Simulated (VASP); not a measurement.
# MgB2 (P-1) in VASP: a series of runs

Runs on MgB2. Level: LDA. Tasks: single point.

Everything below comes from runs of VASP 6.6.1. Logs are shortened: lines on timing, memory, paths and dates and some standing lists are left out, and cuts for length are marked.

## 1. The cell of the first run

The typed cell holds 3 atoms: a = 3.085 Å, b = 3.112 Å, c = 3.523 Å, α = 90.41°, β = 91.14°, γ = 120.85°.

## 2. Single point, LDA (equal xy, yz and zx shear strains of -2 %)

INCAR reads:

```
SYSTEM = MgB2
PREC = Accurate
ENCUT = 520
EDIFF = 1E-6
ISMEAR = -1
SIGMA = 0.05
LREAL = .FALSE.
LASPH = .TRUE.
NELM = 80
ALGO = Normal
ISIF = 2
LWAVE = .FALSE.
LCHARG = .FALSE.
GGA = CA
NBANDS = 11
```

KPOINTS reads:

```
regular mesh
0
G
  12 12 9
  0 0 0
```

POSCAR reads:

```
MgB2
1.0
    3.0850007055     -0.0308500071     -0.0308500071
   -1.5692172426      2.6871139852     -0.0112918863
   -0.0352300000     -0.0352300000      3.5230000000
Mg B
1 2
Direct
    0.0000000000      0.0000000000      0.0000000000
    0.3333333333      0.6666666667      0.5000000000
    0.6666666667      0.3333333333      0.5000000000
```

Potentials or basis: VASP PAW LDA potentials, release 64 (Mg, B).

Command:

```bash
cat potpaw_LDA.64/Mg/POTCAR potpaw_LDA.64/B/POTCAR > POTCAR
mpirun -np 1 vasp_std > vasp.out
```

OUTCAR:

```text
SYSTEM = MgB2
   PREC = Accurate
   ENCUT = 520
   EDIFF = 1E-6
   ISMEAR = -1
   LREAL = .FALSE.
   LASPH = .TRUE.
   NELM = 80
   ISIF = 2
   GGA = CA

 ion  position               nearest neighbor table
   1  0.000  0.000  0.000-   3 2.46   2 2.46   3 2.48   2 2.48   2 2.51   3 2.51   2 2.53   3 2.53
                             2 2.53   3 2.53   3 2.53   2 2.53
   2  0.333  0.667  0.500-   3 1.77   3 1.78   3 1.80   1 2.46   1 2.48   1 2.51   1 2.53   1 2.53
                             1 2.53
   3  0.667  0.333  0.500-   2 1.77   2 1.78   2 1.80   1 2.46   1 2.48   1 2.51   1 2.53   1 2.53
                             1 2.53

  LATTYP: Found a triclinic cell.
 ALAT       =     3.0586130463
 B/A-ratio  =     1.0087281861
 C/A-ratio  =     1.1519444366
 COS(alpha) =     0.0198960208
 COS(beta)  =     0.0274156886
 COS(gamma) =     0.4869832429

  Lattice vectors:

 A1 = (   1.5157834629,   2.6562639781,  -0.0421418934)
 A2 = (   3.0850007055,  -0.0308500071,  -0.0308500071)
 A3 = (   0.0352300000,   0.0352300000,  -3.5230000000)

Analysis of symmetry for initial positions (statically):
=====================================================================
 Subroutine PRICEL returns:
 Original cell was already a primitive cell.

 Routine SETGRP: Setting up the symmetry group for a
 triclinic supercell.

 Subroutine GETGRP returns: Found  2 space group operations
 (whereof  2 operations were pure point group operations)
 out of a pool of  2 trial point group operations.

The static configuration has the point symmetry S_2 .

Analysis of symmetry for dynamics (positions and initial velocities):
=====================================================================
 Subroutine PRICEL returns:
 Original cell was already a primitive cell.

 Routine SETGRP: Setting up the symmetry group for a
 triclinic supercell.

 Subroutine GETGRP returns: Found  2 space group operations
 (whereof  2 operations were pure point group operations)
 out of a pool of  2 trial point group operations.

The dynamic configuration has the point symmetry S_2 .

 Subroutine INISYM returns: Found  2 space group operations
 (whereof  2 operations are pure point group operations),
 and found     1 'primitive' translations

----------------------------------------------------------------------------------------

[... 94 lines left out ...]
   EDIFF  = 0.1E-05   stopping-criterion for ELM
   LREAL  =      F    real-space projection
   EDIFFG = 0.1E-04   stopping-criterion for IOM
   NSW    =      0    number of steps for IOM
   IBRION =     -1    ionic relax: 0-MD 1-quasi-New 2-CG
   NFREE  =      0    steps in history (QN), initial steepest desc. (CG)
   ISIF   =      2    stress and relaxation
   ISYM   =      2    0-nonsym 1-usesym 2-fastsym
   POTIM  = 0.5000    time-step for ionic-motion
   TEBEG  =    0.0;   TEEND  =   0.0 temperature during run
   PSTRESS=    0.0 pullay stress
   NELECT =       8.0000    total number of electrons
   NUPDOWN=      -1.0000    fix difference up-down
   EMIN   =  10.00;   EMAX   =-10.00  energy-range for DOS
   EFERMI =   0.00;   METHOD = LEGACY
   ISMEAR =    -1;   SIGMA  =   0.05  broadening in eV -4-tet -1-fermi 0-gaus
   EFERMI_NEDOS =   21; number of points for ismear=-14 and -15
   IALGO  =     38    algorithm
   IMIX   =      4    mixing-type and parameters
     AMIX     =   0.40;   BMIX     =  1.00
     AMIX_MAG =   1.60;   BMIX_MAG =  1.00
  volume/ion in A,a.u.               =       9.68        65.30
  Fermi-wavevector in a.u.,A,eV,Ry     =   1.065362  2.013243 15.442566  1.134997
  Thomas-Fermi vector in A             =   2.200911
   LORBIT       =      0    0 simple, 1 ext, 2 COOP (PROOUT), +10 PAW based schemes
   GGA     = CA    functional components
   LHFCALC =     F    Hartree Fock is set to
   AEXX    =    0.0000 exact exchange contribution
   IVDW    =     0    specifies the selected vdW correction
   LEPSILON=     F    determine dielectric tensor
   LRPA    =     F    only Hartree local field effects (RPA)
 non-spin polarized calculation
  energy-cutoff  :      520.00
  volume of cell :       29.03
 maximum number of plane-waves:       794
   NGX = 11   NGY = 11   NGZ = 13

 number of electron       8.0000000 magnetization

 Free energy of the ion-electron system (eV)
  ---------------------------------------------------
  ext. energy  EPLUGINS =         0.00000000
  ---------------------------------------------------
  free energy    TOTEN  =       -17.24043588 eV

  energy without entropy =      -17.23571537  energy(sigma->0) =      -17.23807562

 E-fermi :   5.1803     XC(G=0): -11.0960

 val. band max:        5.1735035562   @ k =   0.0833   0.0000   0.2222
 cond. band min:       5.1916203125   @ k =   0.5000   0.2500   0.4444
 fundamental gap:      0.0181167564
 Fermi energy:         5.1803426220

 k-point     1 :       0.0000    0.0000    0.0000
  band No.  band energies     occupation
      1      -7.0784      2.00000
      2       2.2862      2.00000
      3       5.5019      0.00322
      4       5.6205      0.00030
      5       6.8700      0.00000
      6      11.3143      0.00000
      7      11.6023      0.00000
      8      13.4849      0.00000
      9      14.9882      0.00000
     10      17.7458      0.00000
     11      20.9872      0.00000
[... 309 lines left out ...]
 k-point    24 :       0.3333    0.1667    0.0000
  band No.  band energies     occupation
      1      -3.7587      2.00000
      2      -1.0841      2.00000
      3       1.3778      2.00000
      4       5.3396      0.07943
      5       8.7088      0.00000
      6       9.9734      0.00000
      7      11.2275      0.00000
      8      13.0118      0.00000
      9      15.2116      0.00000
     10      16.9833      0.00000
     11      17.9664      0.00000

 [... further k-points ...]
[... 5 lines left out ...]
  --------------------------------------------------------------------------------------
  -------------------------------------------------------------------------------------
  Total       -1.5253769     -1.5377686     -1.3017793      0.7124258      0.2722115      0.2710973
  in kB      -84.1908904    -84.8748337    -71.8497603     39.3212756     15.0243081     14.9628073
  external PRESSURE =     -80.3051614 kB  Pullay stress =       0.0000000 kB

 VOLUME and BASIS-vectors are now :
 -----------------------------------------------------------------------------
  energy-cutoff  :      520.00
  volume of cell :       29.03
      direct lattice vectors                 reciprocal lattice vectors
     3.085000706 -0.030850007 -0.030850007     0.326105293  0.190460242  0.005165655
    -1.569217243  2.687113985 -0.011291886     0.003781522  0.374370695  0.003781522
    -0.035230000 -0.035230000  3.523000000     0.002867741  0.002867741  0.283906347

 POSITION                                       TOTAL-FORCE (eV/Angst)
 -----------------------------------------------------------------------------------
      0.00000      0.00000      0.00000         0.000000      0.000000      0.000000
     -0.03543      1.76351      1.74369         0.033303     -0.001098     -0.005011
      1.51598      0.85752      1.73717        -0.033303      0.001098      0.005011
 -----------------------------------------------------------------------------------
    total drift:                                0.000000     -0.000000      0.000000

  FREE ENERGIE OF THE ION-ELECTRON SYSTEM (eV)
  ---------------------------------------------------
  free  energy   TOTEN  =       -17.2404358817 eV

  energy  without entropy=      -17.2357153665  energy(sigma->0) =      -17.23807562
```

OSZICAR:

```text
N       E                     dE             d eps       ncg     rms          rms(c)
DAV:   1     0.224415193568E+01    0.22442E+01   -0.38067E+03 15300   0.609E+02
DAV:   2    -0.185177291537E+02   -0.20762E+02   -0.19539E+02 18142   0.107E+02
DAV:   3    -0.190771546302E+02   -0.55943E+00   -0.55699E+00 18713   0.145E+01
DAV:   4    -0.190784827423E+02   -0.13281E-02   -0.13280E-02 16719   0.759E-01
DAV:   5    -0.190784866823E+02   -0.39400E-05   -0.39393E-05 17822   0.426E-02    0.516E+00
DAV:   6    -0.175033336777E+02    0.15752E+01   -0.20326E+00 16528   0.652E+00    0.231E+00
DAV:   7    -0.172500111795E+02    0.25332E+00   -0.10581E+00 17203   0.468E+00    0.675E-01
DAV:   8    -0.172503546870E+02   -0.34351E-03   -0.12613E-01 16300   0.185E+00    0.397E-01
DAV:   9    -0.172406375303E+02    0.97172E-02   -0.21574E-02 16175   0.660E-01    0.702E-02
DAV:  10    -0.172404397188E+02    0.19781E-03   -0.14931E-03 17872   0.208E-01    0.206E-02
DAV:  11    -0.172404371928E+02    0.25260E-05   -0.42923E-05 15956   0.408E-02    0.456E-03
DAV:  12    -0.172404358881E+02    0.13047E-05   -0.52056E-06 16748   0.103E-02    0.122E-03
DAV:  13    -0.172404358817E+02    0.63486E-08   -0.10711E-07  8092   0.235E-03
   1 F= -.17240436E+02 E0= -.17238076E+02  d E =-.472052E-02
```

stdout:

```text
POSCAR found type information on POSCAR MgB
 POSCAR found :  2 types and       3 ions
 scaLAPACK will be used
 LDA part: xc-table for (Slater(with rela. corr.)+CA(PZ))
 , standard interpolation
 POSCAR, INCAR and KPOINTS ok, starting setup
 FFT: planning ... GRIDC
 FFT: planning ... GRID_SOFT
 FFT: planning ... GRID
 WAVECAR not read
 entering main loop
```

Run time: 87 s. Hardware: 1 thread of AMD EPYC 9R45 (Zen 5), shared host; peak memory 0.29 GiB.

What came out:

| Property | Result |
| --- | --- |
| Free energy | -17.2404 eV |
| Pressure | -8.0 GPa |
| Largest force | 0.034 eV/Å |
| Band gap on the k mesh | zero (band 4 reaches 6.94 eV, above the bottom of band 5 at 3.35 eV) |

Forces on the atoms (eV/Å):
```
Mg   0.000  0.000  0.000
B    0.033 -0.001 -0.005
B   -0.033  0.001  0.005
```

Caveat: the cell differs from its parent crystal (equal xy, yz and zx shear strains of -2 %).

## 3. Single point, LDA (equal xy, yz and zx shear strains of +1 %)

INCAR reads:

```
SYSTEM = MgB2
PREC = Accurate
ENCUT = 520
EDIFF = 1E-7
ISMEAR = -1
SIGMA = 0.05
LREAL = .False.
LASPH = .True.
NELM = 60
ALGO = Normal
ISIF = 2
LWAVE = .False.
LCHARG = .False.
GGA = CA
NBANDS = 11
```

KPOINTS reads:

```
regular mesh
0
Gamma
  12 12 9
  0 0 0
```

POSCAR reads:

```
MgB2
1.0
    3.0850007055      0.0154250035      0.0154250035
   -1.5291419079      2.6639764799      0.0056459431
    0.0176150000      0.0176150000      3.5230000000
Mg B
1 2
Direct
    0.0000000000      0.0000000000      0.0000000000
    0.3333333333      0.6666666667      0.5000000000
    0.6666666667      0.3333333333      0.5000000000
```

Potentials or basis: VASP PAW LDA potentials, release 64 (Mg, B).

Command:

```bash
cat potpaw_LDA.64/Mg/POTCAR potpaw_LDA.64/B/POTCAR > POTCAR
mpirun -np 1 vasp_std > vasp.out
```

Wall time 89 s (1 thread of AMD EPYC 9R45 (Zen 5), shared host); peak memory 0.28 GiB.

It converged, with:

```
Free energy            : -17.2497 eV
Pressure               : -8.2 GPa
Largest force          : 0.015 eV/Å
Band gap on the k mesh : zero (band 4 reaches 6.97 eV, above the bottom of band 5 at 3.32 eV)
```

Forces in eV/Å, atoms in the order of the input:
```
Mg   0.000  0.000  0.000
B   -0.015  0.000 -0.001
B    0.015  0.000  0.001
```

Stress tensor (GPa, compression positive):
```
-8.53 -1.94 -0.73
-1.94 -8.55 -0.73
-0.73 -0.73 -7.37
```

Levels at points of the mesh, in eV from the Fermi level:
| k point | band 2 | band 3 | band 4 | band 5 | band 6 | band 7 |
| --- | --- | --- | --- | --- | --- | --- |
| (0.00, 0.00, 0.00) | -2.89 | 0.35 | 0.41 | 1.69 | 6.22 | 6.36 |
| (0.50, 0.00, 0.00) | -7.75 | -2.06 | 0.21 | 3.06 | 4.05 | 5.32 |
| (0.00, 0.50, 0.00) | -7.73 | -2.14 | 0.25 | 3.08 | 3.94 | 5.36 |
| (0.50, 0.50, 0.00) | -7.72 | -2.21 | 0.29 | 3.10 | 3.83 | 5.39 |

Caveat: the cell differs from its parent crystal (equal xy, yz and zx shear strains of +1 %).
